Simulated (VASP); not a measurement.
## Ge: single point with PBE

The system is Ge.

```
Ge
1.0
    -1.68371    1.68371    1.68371
     1.68371   -1.68371    1.68371
     1.68371    1.68371   -1.68371
Ge
1
Direct
  0.00000 0.00000 0.00000
```

```json
{"Program": "VASP 6.6.1", "Task": "single point", "Functional": "PBE", "Potentials or basis": "VASP PAW PBE potentials, release 64 (Ge_d)", "Cutoff": "520 eV", "k mesh": "17 × 17 × 17", "Occupations": "fermi-dirac, width 0.05 eV", "Spin": "no spin polarisation"}
```

The pressure is 0.2 GPa and the band gap on the k mesh is zero (band 7 reaches 15.69 eV, above the bottom of band 8 at 3.72 eV).

Levels at points of the mesh, in eV from the Fermi level:
| k point | band 4 | band 5 | band 6 | band 7 | band 8 | band 9 | band 10 | band 11 |
| --- | --- | --- | --- | --- | --- | --- | --- | --- |
| (0.00, 0.00, 0.00) | -24.68 | -24.68 | -13.06 | 9.03 | 9.03 | 9.03 | 14.85 | 14.85 |

Wall time 36 s on 1 thread of Intel(R) Xeon(R) Platinum 8259CL CPU @ 2.50GHz (Skylake/Cascade Lake), on a shared host, peak memory 0.16 GiB.
